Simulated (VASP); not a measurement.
# AlP in VASP: relaxation of the atoms with PBE

Aim: the relaxation of the atoms of AlP with PBE.

All numbers are computed with VASP 6.6.1; they aren't measurements. Logs are shortened: lines on timing, memory, paths and dates and some standing lists are left out, and cuts for length are marked.

## 1. The cell of the first run

The cell holds a slab with vacuum, 10 atoms: a = 3.894 Å, b = 3.894 Å, c = 27.390 Å, α = 90.00°, β = 90.00°, γ = 90.00°.

## 2. Relaxation of the atoms, PBE

The input, INCAR:

```
  ALGO = Normal
  DIPOL = 0.5 0.5 0.500
  EDIFF = 1E-7
  EDIFFG = -0.02
  ENCUT = 520
  GGA = PE
  IBRION = 2
  IDIPOL = 3
  ISIF = 2
  ISMEAR = 0
  KPAR = 2
  LASPH = True
  LCHARG = False
  LDIPOL = True
  LREAL = False
  LWAVE = False
  NELM = 100
  NSW = 80
  PREC = Accurate
  SIGMA = 0.05
```

The input, KPOINTS:

```
k-points
0
Gamma
  7 7 1
```

The input, POSCAR:

```
AlP
1.0
    3.8938964222      0.0000000000      0.0000000000
    0.0000000000      3.8938964222      0.0000000000
    0.0000000000      0.0000000000     27.3903025442
P Al
5 5
Direct
    0.0000000000      0.5000000000      0.2738195384
    0.5000000000      0.0000000000      0.3743441880
    0.0000000000      0.5000000000      0.4748688376
    0.5000000000      0.0000000000      0.5753934872
    0.0000000000      0.5000000000      0.6759181368
    0.5000000000      0.5000000000      0.3240818632
    0.0000000000      0.0000000000      0.4246065128
    0.5000000000      0.5000000000      0.5251311624
    0.0000000000      0.0000000000      0.6256558120
    0.5000000000      0.5000000000      0.7261804616
```

Potentials or basis: VASP PAW PBE potentials, release 64 (P, Al).

On the command line:

```console
$ cat potpaw_PBE.64/P/POTCAR potpaw_PBE.64/Al/POTCAR > POTCAR
$ mpirun -np 2 vasp_std > vasp.out
```

OUTCAR:

```text
EDIFF = 1E-7
   EDIFFG = -0.02
   ENCUT = 520
   GGA = PE
   IBRION = 2
   ISIF = 2
   ISMEAR = 0
   LASPH = True
   LREAL = False
   NELM = 100
   NSW = 80
   PREC = Accurate

 ion  position               nearest neighbor table
   1  0.000  0.500  0.274-   6 2.38   6 2.38
   2  0.500  0.000  0.374-   7 2.38   7 2.38   6 2.38   6 2.38
   3  0.000  0.500  0.475-   7 2.38   8 2.38   7 2.38   8 2.38
   4  0.500  0.000  0.575-   9 2.38   9 2.38   8 2.38   8 2.38
   5  0.000  0.500  0.676-   9 2.38  10 2.38   9 2.38  10 2.38
   6  0.500  0.500  0.324-   1 2.38   2 2.38   2 2.38   1 2.38
   7  0.000  0.000  0.425-   2 2.38   2 2.38   3 2.38   3 2.38
   8  0.500  0.500  0.525-   3 2.38   4 2.38   4 2.38   3 2.38
   9  0.000  0.000  0.626-   4 2.38   4 2.38   5 2.38   5 2.38
  10  0.500  0.500  0.726-   5 2.38   5 2.38

  LATTYP: Found a simple tetragonal cell.
 ALAT       =     3.8938964222
 C/A-ratio  =     7.0341631041

  Lattice vectors:

 A1 = (   3.8938964222,   0.0000000000,   0.0000000000)
 A2 = (   0.0000000000,   3.8938964222,   0.0000000000)
 A3 = (   0.0000000000,   0.0000000000,  27.3903025442)

Analysis of symmetry for initial positions (statically):
=====================================================================
 Subroutine PRICEL returns:
 Original cell was already a primitive cell.

 Routine SETGRP: Setting up the symmetry group for a
 simple tetragonal supercell.

 Subroutine GETGRP returns: Found  4 space group operations
 (whereof  4 operations were pure point group operations)
 out of a pool of 16 trial point group operations.

The static configuration has the point symmetry C_2v.

Analysis of symmetry for dynamics (positions and initial velocities):
=====================================================================
 Subroutine PRICEL returns:
 Original cell was already a primitive cell.

 Routine SETGRP: Setting up the symmetry group for a
 simple tetragonal supercell.

 Subroutine GETGRP returns: Found  4 space group operations
 (whereof  4 operations were pure point group operations)
 out of a pool of 16 trial point group operations.

The dynamic configuration has the point symmetry C_2v.

 Subroutine INISYM returns: Found  4 space group operations
 (whereof  4 operations are pure point group operations),
 and found     1 'primitive' translations

----------------------------------------------------------------------------------------

                                     Primitive cell

  volume of cell :     415.3035

  direct lattice vectors                    reciprocal lattice vectors
     3.893896422  0.000000000  0.000000000     0.256812173  0.000000000  0.000000000
     0.000000000  3.893896422  0.000000000     0.000000000  0.256812173  0.000000000
     0.000000000  0.000000000 27.390302544     0.000000000  0.000000000  0.036509272

  length of vectors
     3.893896422  3.893896422 27.390302544     0.256812173  0.256812173  0.036509272

  position of ions in fractional coordinates (direct lattice)
     0.000000000  0.500000000  0.273819538
     0.500000000  0.000000000  0.374344188
     0.000000000  0.500000000  0.474868838
     0.500000000  0.000000000  0.575393487
     0.000000000  0.500000000  0.675918137
     0.500000000  0.500000000  0.324081863
     0.000000000  0.000000000  0.424606513
     0.500000000  0.500000000  0.525131162
     0.000000000  0.000000000  0.625655812
     0.500000000  0.500000000  0.726180462

  ion indices of the primitive-cell ions
   primitive index   ion index
                 1           1
                 2           2
                 3           3
                 4           4
                 5           5
                 6           6
                 7           7
                 8           8
                 9           9
                10          10

----------------------------------------------------------------------------------------

 KPOINTS: k-points

Automatic generation of k-mesh.
 Grid dimensions read from file:
 generate k-points for:    7    7    1

 Generating k-lattice:

  Cartesian coordinates                     Fractional coordinates (reciprocal lattice)
     0.036687453  0.000000000  0.000000000     0.142857143  0.000000000  0.000000000
     0.000000000  0.036687453  0.000000000     0.000000000  0.142857143  0.000000000
     0.000000000  0.000000000  0.036509272     0.000000000  0.000000000  1.000000000

  Length of vectors
     0.036687453  0.036687453  0.036509272

  Shift w.r.t. Gamma in fractional coordinates (k-lattice)
     0.000000000  0.000000000  0.000000000

 Subroutine IBZKPT returns following result:
 ===========================================

 Found     16 irreducible k-points:

 Following reciprocal coordinates:
            Coordinates               Weight
  0.000000  0.000000  0.000000      1.000000
  0.142857  0.000000  0.000000      2.000000
  0.000000  0.142857  0.000000      2.000000
  0.285714  0.000000  0.000000      2.000000
  0.000000  0.285714  0.000000      2.000000
  0.428571  0.000000  0.000000      2.000000
[... 8 lines left out ...]
 -0.285714  0.428571  0.000000      4.000000
  0.428571  0.428571  0.000000      4.000000
   k-points           NKPTS =     16   k-points in BZ     NKDIM =     16   number of bands    NBANDS=     26
   number of dos      NEDOS =    301   number of ions     NIONS =     10
   total plane-waves  NPLWV = 189000
   dimension x,y,z NGX =    30 NGY =   30 NGZ =  210
   dimension x,y,z NGXF=    60 NGYF=   60 NGZF=  420
   ions per type =               5   5
   NGX,Y,Z   is equivalent  to a cutoff of  12.81, 12.81, 12.75 a.u.
   NGXF,Y,Z  is equivalent  to a cutoff of  25.62, 25.62, 25.49 a.u.
 SYSTEM =  unknown system
   PREC   = accura    normal or accurate (medium, high low for compatibility)
   ISTART =      0    job   : 0-new  1-cont  2-samecut
   ICHARG =      2    charge: 1-file 2-atom 10-const
   ISPIN  =      1    spin polarized calculation?
   LNONCOLLINEAR =      F non collinear calculations
   LSORBIT =      F    spin-orbit coupling
   LASPH  =      T    aspherical Exc in radial PAW
   ENCUT  =  520.0 eV  38.22 Ry    6.18 a.u.   7.24  7.24 50.93*2*pi/ulx,y,z
   NELM   =    100;   NELMIN=  2; NELMDL= -5     # of ELM steps
   EDIFF  = 0.1E-06   stopping-criterion for ELM
   LREAL  =      F    real-space projection
   EDIFFG = -.2E-01   stopping-criterion for IOM
   NSW    =     80    number of steps for IOM
   IBRION =      2    ionic relax: 0-MD 1-quasi-New 2-CG
   NFREE  =      1    steps in history (QN), initial steepest desc. (CG)
   ISIF   =      2    stress and relaxation
   ISYM   =      2    0-nonsym 1-usesym 2-fastsym
   POTIM  = 0.5000    time-step for ionic-motion
   TEBEG  =    0.0;   TEEND  =   0.0 temperature during run
   PSTRESS=    0.0 pullay stress
   NELECT =      40.0000    total number of electrons
   NUPDOWN=      -1.0000    fix difference up-down
   EMIN   =  10.00;   EMAX   =-10.00  energy-range for DOS
   EFERMI =   0.00;   METHOD = LEGACY
   ISMEAR =     0;   SIGMA  =   0.05  broadening in eV -4-tet -1-fermi 0-gaus
   EFERMI_NEDOS =   21; number of points for ismear=-14 and -15
   IALGO  =     38    algorithm
   IMIX   =      4    mixing-type and parameters
     AMIX     =   0.40;   BMIX     =  1.00
     AMIX_MAG =   1.60;   BMIX_MAG =  1.00
  volume/ion in A,a.u.               =      41.53       280.26
  Fermi-wavevector in a.u.,A,eV,Ry     =   0.750423  1.418094  7.661918  0.563135
  Thomas-Fermi vector in A             =   1.847171
   LORBIT       =      0    0 simple, 1 ext, 2 COOP (PROOUT), +10 PAW based schemes
   GGA     = PE    functional components
   LHFCALC =     F    Hartree Fock is set to
   AEXX    =    0.0000 exact exchange contribution
   IVDW    =     0    specifies the selected vdW correction
   LEPSILON=     F    determine dielectric tensor
   LRPA    =     F    only Hartree local field effects (RPA)
 conjugate gradient relaxation of ions
 non-spin polarized calculation
 Gauss-broadening in eV      SIGMA  =   0.05
  energy-cutoff  :      520.00
  volume of cell :      415.30
 maximum number of plane-waves:     11206
 NGX is ok and might be reduce to    30
   NGX = 15   NGY = 15   NGZ =101

--------------------------------------- Ionic step        1  -------------------------------------------

 number of electron      40.0000007 magnetization

 Free energy of the ion-electron system (eV)
  ---------------------------------------------------
  ext. energy  EPLUGINS =         0.00000000
  ---------------------------------------------------
  free energy    TOTEN  =       -47.36647889 eV

  energy without entropy =      -47.35684058  energy(sigma->0) =      -47.36165974

------------------------ aborting loop because EDIFF is reached ----------------------------------------

  FORCE on cell =-STRESS in cart. coord.  units (eV):
  Direction    XX          YY          ZZ          XY          YZ          ZX
  --------------------------------------------------------------------------------------
  -------------------------------------------------------------------------------------
  Total       -0.8311250     -2.6841608      0.0402866      0.0000000      0.0000000      0.0000000
  in kB       -3.2063529    -10.3550808      0.1554196      0.0000000      0.0000000      0.0000000
  external PRESSURE =      -4.4686714 kB  Pullay stress =       0.0000000 kB
[... 337 lines left out ...]
  energy  without entropy=      -47.3776829687  energy(sigma->0) =      -47.38353182

--------------------------------------- Ionic step        9  -------------------------------------------

 number of electron      40.0000004 magnetization

 dipolmoment           0.000000      0.000000     -0.133274 electrons x Angstroem

 Free energy of the ion-electron system (eV)
  ---------------------------------------------------
  ext. energy  EPLUGINS =         0.00000000
  ---------------------------------------------------
  free energy    TOTEN  =       -47.38946770 eV

  energy without entropy =      -47.37774212  energy(sigma->0) =      -47.38360491

 E-fermi :  -0.3818     XC(G=0):  -5.2715

 val. band max:       -0.3825789272   @ k =   0.0000   0.0000   0.0000
 cond. band min:      -0.3718417160   @ k =   0.1429   0.1429   0.0000
 fundamental gap:      0.0107372112
 Fermi energy:        -0.3817923870

 k-point     1 :       0.0000    0.0000    0.0000
  band No.  band energies     occupation
      1     -12.1822      2.00000
      2     -11.6617      2.00000
      3     -11.0823      2.00000
      4     -10.4250      2.00000
      5      -9.3830      2.00000
      6      -5.9481      2.00000
[... 453 lines left out ...]
     25       2.3071      0.00000
     26       2.4418      0.00000

------------------------ aborting loop because EDIFF is reached ----------------------------------------

 vacuum level on the upper side and lower side of the slab       (xc-potential included)        -0.870         0.723

  FORCE on cell =-STRESS in cart. coord.  units (eV):
  Direction    XX          YY          ZZ          XY          YZ          ZX
  --------------------------------------------------------------------------------------
  -------------------------------------------------------------------------------------
  Total       -0.0013675     -3.3831457      0.0260855      0.0000000      0.0000000      0.0000000
  in kB       -0.0052756    -13.0516573      0.1006338      0.0000000      0.0000000      0.0000000
  external PRESSURE =      -4.3187664 kB  Pullay stress =       0.0000000 kB

 VOLUME and BASIS-vectors are now :
 -----------------------------------------------------------------------------
  energy-cutoff  :      520.00
  volume of cell :      415.30
      direct lattice vectors                 reciprocal lattice vectors
     3.893896422  0.000000000  0.000000000     0.256812173  0.000000000  0.000000000
     0.000000000  3.893896422  0.000000000     0.000000000  0.256812173  0.000000000
     0.000000000  0.000000000 27.390302544     0.000000000  0.000000000  0.036509272
[... 16 lines left out ...]
  FREE ENERGIE OF THE ION-ELECTRON SYSTEM (eV)
  ---------------------------------------------------
  free  energy   TOTEN  =       -47.3894676953 eV

  energy  without entropy=      -47.3777421177  energy(sigma->0) =      -47.38360491

 reached required accuracy - stopping structural energy minimisation

 vacuum level on the upper side and lower side of the slab         4.401         6.025
```

Wall time 19 min (2 MPI ranks of AMD EPYC 7R32 (Zen 2), shared host); peak memory 0.52 GiB.

Results:

| Item | Value |
| --- | --- |
| Free energy | -47.3895 eV |
| Energy gained by relaxing | 2.3 meV/atom |
| Ionic steps | 9 |
| Largest force after relaxing | 0.018 eV/Å |
| Band gap on the k mesh | zero (bands 20 and 21 overlap by 0.02 eV) |

Forces in eV/Å, atoms in the order of the input:
```
P    0.000  0.000  0.010
P    0.000  0.000 -0.001
P    0.000  0.000 -0.004
P    0.000  0.000 -0.005
P    0.000  0.000 -0.001
Al   0.000  0.000 -0.012
Al   0.000  0.000  0.001
Al   0.000  0.000 -0.005
Al   0.000  0.000  0.018
Al   0.000  0.000  0.000
```

The path:
```
step  energy change (eV)  largest force (eV/Å)  pressure (GPa)
   1              0.0000                0.3970           -0.45
   2             -0.0195                0.1156           -0.43
   3             -0.0202                0.0980           -0.42
   4             -0.0213                0.0765           -0.42
   5             -0.0220                0.0581           -0.42
   6             -0.0226                0.0332           -0.42
   7             -0.0227                0.0443           -0.42
   8             -0.0229                0.0246           -0.43
   9             -0.0230                0.0178           -0.43
```

Final structure:
```yaml
crystal:
  lattice:
    - [3.89390, 0.00000, 0.00000]
    - [0.00000, 3.89390, 0.00000]
    - [0.00000, 0.00000, 27.39030]
  atoms:
    - { symbol: P, position: [0.00000, 0.50000, 0.27495] }
    - { symbol: P, position: [0.50000, 0.00000, 0.37481] }
    - { symbol: P, position: [0.00000, 0.50000, 0.47494] }
    - { symbol: P, position: [0.50000, 0.00000, 0.57539] }
    - { symbol: P, position: [0.00000, 0.50000, 0.67602] }
    - { symbol: Al, position: [0.50000, 0.50000, 0.32341] }
    - { symbol: Al, position: [0.00000, 0.00000, 0.42376] }
    - { symbol: Al, position: [0.50000, 0.50000, 0.52440] }
    - { symbol: Al, position: [0.00000, 0.00000, 0.62473] }
    - { symbol: Al, position: [0.50000, 0.50000, 0.72759] }
```
